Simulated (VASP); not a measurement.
**Sr3Rh: single point with PBE**

The system is Sr3Rh.

```
CELL_PARAMETERS angstrom
-2.31644 2.31644 5.17438
2.31644 -2.31644 5.17438
2.31644 2.31644 -5.17438
ATOMIC_POSITIONS crystal
Sr 0.50000 0.50000 0.00000
Sr 0.25000 0.75000 0.50000
Sr 0.75000 0.25000 0.50000
Rh 0.00000 0.00000 0.00000
```

| Property | Result |
| --- | --- |
| Program | VASP 6.6.1 |
| Task | single point |
| Functional | PBE |
| Potentials or basis | VASP PAW PBE potentials, release 64 (Sr_sv, Rh_pv) |
| Cutoff | 520 eV |
| k mesh | 6 × 6 × 6 |
| Occupations | gaussian, width 0.1 eV |
| Spin | no spin polarisation |

| Quantity | Value |
| --- | --- |
| Pressure | 6.8 GPa |

Stress tensor (GPa, compression positive):
```
7.44 0.00 0.00
0.00 7.44 0.00
0.00 0.00 5.42
```

Levels at points of the mesh, in eV from the Fermi level:
```csv
k point,band 20,band 21,band 22,band 23,band 24,band 25,band 26,band 27
"(0.00, 0.00, 0.00)",-1.35,-1.35,-1.06,0.07,1.00,1.04,1.04,2.57
"(0.50, 0.00, 0.00)",-1.44,-1.22,-0.92,-0.20,0.27,0.96,1.11,1.60
"(0.50, 0.50, 0.00)",-1.30,-0.99,-0.52,0.29,0.39,0.83,1.48,1.63
"(0.50, 0.50, 0.50)",-1.82,-1.82,-1.61,-0.45,0.77,1.53,1.53,2.20
```

It took 2 min on 1 thread of Intel(R) Xeon(R) 6975P-C (Granite Rapids), on a shared host, peak memory 0.36 GiB.
